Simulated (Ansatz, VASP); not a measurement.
## Ge4H in VASP and in Ansatz

```
Ge H
1.0
     8.06015    0.00000    0.00000
    -4.03007    6.98029    0.00000
     0.00000    0.00000   26.34988
Ge H
16 4
Direct
  0.66667 0.33333 0.36167
  0.66667 0.83333 0.36167
  0.16667 0.33333 0.36167
  0.16667 0.83333 0.36167
  0.50000 0.50000 0.39289
  0.50000 0.00000 0.39289
  0.00000 0.50000 0.39289
  0.00000 0.00000 0.39289
  0.99831 0.49849 0.48727
  0.99676 0.99785 0.48699
  0.44281 0.47087 0.48708
  0.44235 0.97044 0.48770
  0.79257 0.64524 0.49312
  0.79249 0.14608 0.49263
  0.31521 0.65580 0.53564
  0.31329 0.15722 0.53488
  0.66637 0.33275 0.30254
  0.66599 0.83308 0.30253
  0.16518 0.33253 0.30249
  0.16619 0.83274 0.30248
```

Alike in both runs: task single point; functional PBE; dispersion D3(BJ); k mesh 3 × 3 × 1; occupations gaussian, width 0.1 eV; no spin polarisation.

|  | VASP | Ansatz |
| --- | --- | --- |
| version | VASP 6.6.1 | Ansatz 0.2.0 |
| potentials or method | VASP PAW PBE potentials, release 64 (Ge_d, H), cutoff 520 eV | scalar-relativistic, plane waves, PAW |
| valence electrons in the cell | 228 | 228 |

|  | VASP | Ansatz | Ansatz less VASP |
| --- | --- | --- | --- |
| gap on the k mesh at the Fermi level (eV) | 0.18 | 0.18 | +0.001 |
| least direct gap on the mesh (eV) | 0.18 | 0.18 | +0.001 |
| rms of the force components (eV/Å) | 0.054 | 0.055 | +0.0005 |

Atom by atom the forces differ by 0.010 eV/Å (rms over components).
